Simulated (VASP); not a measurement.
# GaSb (m.b) (F-43m) in VASP: density of states with PBE

Aim: the density of states of GaSb (m.b) with PBE.

Everything below comes from runs of VASP 6.6.1. Logs are shortened: lines on timing, memory, paths and dates and some standing lists are left out, and cuts for length are marked.

### 1 The cell of the first run

It takes space group F-43m (No. 216, cubic). The conventional cell has a = 6.214 Å, b = 6.214 Å, c = 6.214 Å, α = 90.00°, β = 90.00°, γ = 90.00°. Within 3.5 Å of Ga (site symmetry -43m) lie 4 Sb at 2.69 Å. Within 3.5 Å of Sb (site symmetry -43m) lie 4 Ga at 2.69 Å.

### 2 Density of states, PBE

Input file POSCAR:

```
GaSb
1.0
    0.0000000000      3.1071656521      3.1071656521
    3.1071656521      0.0000000000      3.1071656521
    3.1071656521      3.1071656521      0.0000000000
Ga Sb
1 1
Direct
    0.0000000000      0.0000000000      0.0000000000
    0.2500000000      0.2500000000      0.2500000000
```

Input file INCAR.step1:

```
PREC = Accurate
ENCUT = 400
EDIFF = 1E-6
ISMEAR = 0
SIGMA = 0.1
LREAL = False
LASPH = True
NELM = 120
ALGO = Normal
ISIF = 2
LWAVE = False
LCHARG = True
GGA = PE
NBANDS = 16
GGA_COMPAT = False
NEDOS = 2001
LORBIT = 11
```

Input file KPOINTS.step1:

```
Automatic mesh
0
Gamma
  12 12 12
```

Input file INCAR.step2:

```
PREC = Accurate
ENCUT = 400
EDIFF = 1E-6
ISMEAR = -5
SIGMA = 0.1
LREAL = False
LASPH = True
NELM = 120
ALGO = Normal
ISIF = 2
LWAVE = False
LCHARG = False
GGA = PE
LORBIT = 10
NEDOS = 2001
ICHARG = 11
GGA_COMPAT = False
```

Input file KPOINTS.step2:

```
Automatic mesh
0
Gamma
  18 18 18
```

Potentials or basis: VASP PAW PBE potentials, release 64 (Ga_d, Sb).

Started as:

```bash
cat potpaw_PBE.64/Ga_d/POTCAR potpaw_PBE.64/Sb/POTCAR > POTCAR
cp INCAR.step1 INCAR
cp KPOINTS.step1 KPOINTS
mpirun -np 1 vasp_std > vasp.out
cp INCAR.step2 INCAR
cp KPOINTS.step2 KPOINTS
mpirun -np 1 vasp_std > vasp.out
```

OUTCAR:

```text
PREC = Accurate
   ENCUT = 400
   EDIFF = 1E-6
   ISMEAR = -5
   LREAL = False
   LASPH = True
   NELM = 120
   ISIF = 2
   GGA = PE
   LORBIT = 10
   ICHARG = 11

 ion  position               nearest neighbor table
   1  0.000  0.000  0.000-   2 2.69   2 2.69   2 2.69   2 2.69
   2  0.250  0.250  0.250-   1 2.69   1 2.69   1 2.69   1 2.69

  LATTYP: Found a face centered cubic cell.
 ALAT       =     6.2143313042

  Lattice vectors:

 A1 = (   0.0000000000,   3.1071656521,   3.1071656521)
 A2 = (   3.1071656521,   0.0000000000,   3.1071656521)
 A3 = (   3.1071656521,   3.1071656521,   0.0000000000)

Analysis of symmetry for initial positions (statically):
[... 5 lines left out ...]
 face centered cubic supercell.

 Subroutine GETGRP returns: Found 24 space group operations
 (whereof 24 operations were pure point group operations)
 out of a pool of 48 trial point group operations.

The static configuration has the point symmetry T_d .

Analysis of symmetry for dynamics (positions and initial velocities):
[... 5 lines left out ...]
 face centered cubic supercell.

 Subroutine GETGRP returns: Found 24 space group operations
 (whereof 24 operations were pure point group operations)
 out of a pool of 48 trial point group operations.

The dynamic configuration has the point symmetry T_d .

 Subroutine INISYM returns: Found 24 space group operations
 (whereof 24 operations are pure point group operations),
 and found     1 'primitive' translations

----------------------------------------------------------------------------------------

                                     Primitive cell

  volume of cell :      59.9961

  direct lattice vectors                    reciprocal lattice vectors
     0.000000000  3.107165652  3.107165652    -0.160918360  0.160918360  0.160918360
     3.107165652  0.000000000  3.107165652     0.160918360 -0.160918360  0.160918360
     3.107165652  3.107165652  0.000000000     0.160918360  0.160918360 -0.160918360

  length of vectors
     4.394195806  4.394195806  4.394195806     0.278718775  0.278718775  0.278718775

  position of ions in fractional coordinates (direct lattice)
     0.000000000  0.000000000  0.000000000
     0.250000000  0.250000000  0.250000000

  ion indices of the primitive-cell ions
   primitive index   ion index
                 1           1
                 2           2

----------------------------------------------------------------------------------------

 KPOINTS: Automatic mesh

Automatic generation of k-mesh.
 Grid dimensions read from file:
 generate k-points for:   18   18   18

 Generating k-lattice:

  Cartesian coordinates                     Fractional coordinates (reciprocal lattice)
    -0.008939909  0.008939909  0.008939909     0.055555556  0.000000000  0.000000000
     0.008939909 -0.008939909  0.008939909     0.000000000  0.055555556  0.000000000
     0.008939909  0.008939909 -0.008939909     0.000000000  0.000000000  0.055555556

  Length of vectors
     0.015484376  0.015484376  0.015484376

  Shift w.r.t. Gamma in fractional coordinates (k-lattice)
     0.000000000  0.000000000  0.000000000

 TETIRR: Found    806 inequivalent tetrahedra from    34992

 Subroutine IBZKPT returns following result:
 ===========================================

 Found    195 irreducible k-points:

 Following reciprocal coordinates:
            Coordinates               Weight
  0.000000  0.000000  0.000000      1.000000
  0.055556  0.000000  0.000000      8.000000
  0.111111  0.000000  0.000000      8.000000
  0.166667  0.000000  0.000000      8.000000
  0.222222  0.000000  0.000000      8.000000
  0.277778  0.000000  0.000000      8.000000
[... 16 lines left out ...]
 -0.277778  0.055556  0.000000     24.000000
 -0.222222  0.055556  0.000000     24.000000
 [... further k-points ...]
   k-points           NKPTS =    195   k-points in BZ     NKDIM =    195   number of bands    NBANDS=     13
   number of dos      NEDOS =   2001   number of ions     NIONS =      2
   total plane-waves  NPLWV =  27000
   dimension x,y,z NGX =    30 NGY =   30 NGZ =   30
   dimension x,y,z NGXF=    60 NGYF=   60 NGZF=   60
   ions per type =               1   1
   NGX,Y,Z   is equivalent  to a cutoff of  11.35, 11.35, 11.35 a.u.
   NGXF,Y,Z  is equivalent  to a cutoff of  22.70, 22.70, 22.70 a.u.
 SYSTEM =  unknown system
   PREC   = accura    normal or accurate (medium, high low for compatibility)
   ISTART =      0    job   : 0-new  1-cont  2-samecut
   ICHARG =     11    charge: 1-file 2-atom 10-const
   ISPIN  =      1    spin polarized calculation?
   LNONCOLLINEAR =      F non collinear calculations
   LSORBIT =      F    spin-orbit coupling
   LASPH  =      T    aspherical Exc in radial PAW
   ENCUT  =  400.0 eV  29.40 Ry    5.42 a.u.   7.17  7.17  7.17*2*pi/ulx,y,z
   NELM   =    120;   NELMIN=  2; NELMDL=  0     # of ELM steps
   EDIFF  = 0.1E-05   stopping-criterion for ELM
   LREAL  =      F    real-space projection
   EDIFFG = 0.1E-04   stopping-criterion for IOM
   NSW    =      0    number of steps for IOM
   IBRION =     -1    ionic relax: 0-MD 1-quasi-New 2-CG
   NFREE  =      0    steps in history (QN), initial steepest desc. (CG)
   ISIF   =      2    stress and relaxation
   ISYM   =      2    0-nonsym 1-usesym 2-fastsym
   POTIM  = 0.5000    time-step for ionic-motion
   TEBEG  =    0.0;   TEEND  =   0.0 temperature during run
   PSTRESS=    0.0 pullay stress
   NELECT =      18.0000    total number of electrons
   NUPDOWN=      -1.0000    fix difference up-down
   EMIN   =  10.00;   EMAX   =-10.00  energy-range for DOS
   EFERMI =   0.00;   METHOD = LEGACY
   ISMEAR =    -5;   SIGMA  =   0.10  broadening in eV -4-tet -1-fermi 0-gaus
   EFERMI_NEDOS =   21; number of points for ismear=-14 and -15
   IALGO  =     38    algorithm
   IMIX   =      4    mixing-type and parameters
     AMIX     =   0.40;   BMIX     =  1.00
     AMIX_MAG =   1.60;   BMIX_MAG =  1.00
  volume/ion in A,a.u.               =      30.00       202.44
  Fermi-wavevector in a.u.,A,eV,Ry     =   1.095951  2.071048 16.342084  1.201109
  Thomas-Fermi vector in A             =   2.232284
   LORBIT       =     10    0 simple, 1 ext, 2 COOP (PROOUT), +10 PAW based schemes
   GGA     = PE    functional components
   LHFCALC =     F    Hartree Fock is set to
   AEXX    =    0.0000 exact exchange contribution
   IVDW    =     0    specifies the selected vdW correction
   LEPSILON=     F    determine dielectric tensor
   LRPA    =     F    only Hartree local field effects (RPA)
 non-spin polarized calculation
 Fermi weights with tetrahedron method with Bloechl corrections
  energy-cutoff  :      400.00
  volume of cell :       60.00
 maximum number of plane-waves:      1113
 NGX is ok and might be reduce to    30

 number of electron      18.0000017 magnetization

 Free energy of the ion-electron system (eV)
  ---------------------------------------------------
  ext. energy  EPLUGINS =         0.00000000
  ---------------------------------------------------
  free energy    TOTEN  =        -7.37178412 eV

  energy without entropy =       -7.37178412  energy(sigma->0) =       -7.37178412

 E-fermi :   4.4030     XC(G=0):  -8.8862

 val. band max:        4.4022399888   @ k =   0.0000   0.0000   0.0000
 cond. band min:       4.4022403313   @ k =   0.0000   0.0000   0.0000
 fundamental gap:      0.0000003425
 Fermi energy:         4.4030222346

 k-point     1 :       0.0000    0.0000    0.0000
  band No.  band energies     occupation
      1     -10.5440      2.00000
      2     -10.5440      2.00000
      3     -10.5440      2.00000
      4     -10.5003      2.00000
      5     -10.5003      2.00000
      6      -6.7588      2.00000
      7       4.1098      2.00000
      8       4.4022      2.00000
      9       4.4022      2.00000
     10       4.4022      0.00000
     11       7.1890      0.00000
     12       7.1890      0.00000
     13       7.1890      0.00000

 k-point     2 :       0.0556    0.0000    0.0000
  band No.  band energies     occupation
      1     -10.5448      2.00000
      2     -10.5438      2.00000
      3     -10.5438      2.00000
      4     -10.5005      2.00000
      5     -10.5005      2.00000
      6      -6.7288      2.00000
      7       3.4326      2.00000
      8       4.3496      2.00000
      9       4.3496      2.00000
     10       4.9097     -0.00000
     11       7.2623      0.00000
     12       7.2623      0.00000
     13       7.2770      0.00000

 k-point     3 :       0.1111    0.0000    0.0000
  band No.  band energies     occupation
      1     -10.5467      2.00000
      2     -10.5429      2.00000
      3     -10.5429      2.00000
      4     -10.5006      2.00000
      5     -10.5006      2.00000
      6      -6.6394      2.00000
      7       2.5678      2.00000
      8       4.2117      2.00000
      9       4.2117      2.00000
     10       5.2355      0.00000
     11       7.4540      0.00000
     12       7.4540      0.00000
     13       7.6161      0.00000
[... 305 lines left out ...]
 k-point    23 :      -0.2778    0.0556    0.0000
  band No.  band energies     occupation
      1     -10.5592      2.00000
      2     -10.5379      2.00000
      3     -10.5372      2.00000
      4     -10.5013      2.00000
      5     -10.5004      2.00000
      6      -5.9449      2.00000
      7      -0.1913      2.00000
      8       3.1869      2.00000
      9       3.7094      2.00000
     10       5.2741      0.00000
     11       8.0173      0.00000
     12       8.2156      0.00000
     13       9.9835      0.00000

 k-point    24 :      -0.2222    0.0556    0.0000
  band No.  band energies     occupation
      1     -10.5555      2.00000
      2     -10.5396      2.00000
      3     -10.5386      2.00000
      4     -10.5013      2.00000
      5     -10.5004      2.00000
      6      -6.1946      2.00000
      7       0.5532      2.00000
      8       3.3519      2.00000
      9       3.8972      2.00000
     10       5.3976      0.00000
     11       7.8524      0.00000
     12       8.0837      0.00000
     13       9.2726      0.00000

 [... further k-points ...]

------------------------ aborting loop because EDIFF is reached ----------------------------------------

  FORCE on cell =-STRESS in cart. coord.  units (eV):
  Direction    XX          YY          ZZ          XY          YZ          ZX
  --------------------------------------------------------------------------------------
  -------------------------------------------------------------------------------------
  Total       -0.0728797     -0.0728797     -0.0728797      0.0000000      0.0000000     -0.0000000
  in kB       -1.9462285     -1.9462285     -1.9462285      0.0000000      0.0000000     -0.0000000
  external PRESSURE =      -1.9462285 kB  Pullay stress =       0.0000000 kB

 VOLUME and BASIS-vectors are now :
 -----------------------------------------------------------------------------
  energy-cutoff  :      400.00
  volume of cell :       60.00
      direct lattice vectors                 reciprocal lattice vectors
     0.000000000  3.107165652  3.107165652    -0.160918360  0.160918360  0.160918360
     3.107165652  0.000000000  3.107165652     0.160918360 -0.160918360  0.160918360
     3.107165652  3.107165652  0.000000000     0.160918360  0.160918360 -0.160918360

 POSITION                                       TOTAL-FORCE (eV/Angst)
 -----------------------------------------------------------------------------------
      0.00000      0.00000      0.00000        -0.000000      0.000000      0.000000
      1.55358      1.55358      1.55358         0.000000     -0.000000     -0.000000
 -----------------------------------------------------------------------------------
    total drift:                               -0.000000     -0.000000     -0.000000

  FREE ENERGIE OF THE ION-ELECTRON SYSTEM (eV)
  ---------------------------------------------------
  free  energy   TOTEN  =        -7.3717841166 eV

  energy  without entropy=       -7.3717841166  energy(sigma->0) =       -7.37178412

 total charge

# of ion       s       p       d       tot
------------------------------------------
    1        0.913   0.722   9.957  11.592
    2        1.135   1.310   0.025   2.470
--------------------------------------------------
tot          2.047   2.032   9.982  14.062
```

Wall time 90 s (1 thread of Intel Xeon Platinum 8488C (Sapphire Rapids), shared host); peak memory 0.25 GiB.

Results:

```yaml
Valence_electrons_inside_the_program's_atomic_spheres: Ga 11.59; Sb 2.47
```

Caveat: spin-orbit coupling is left out, which moves the levels of the heavy elements; tetrahedron occupations give inexact forces and stress in metals.
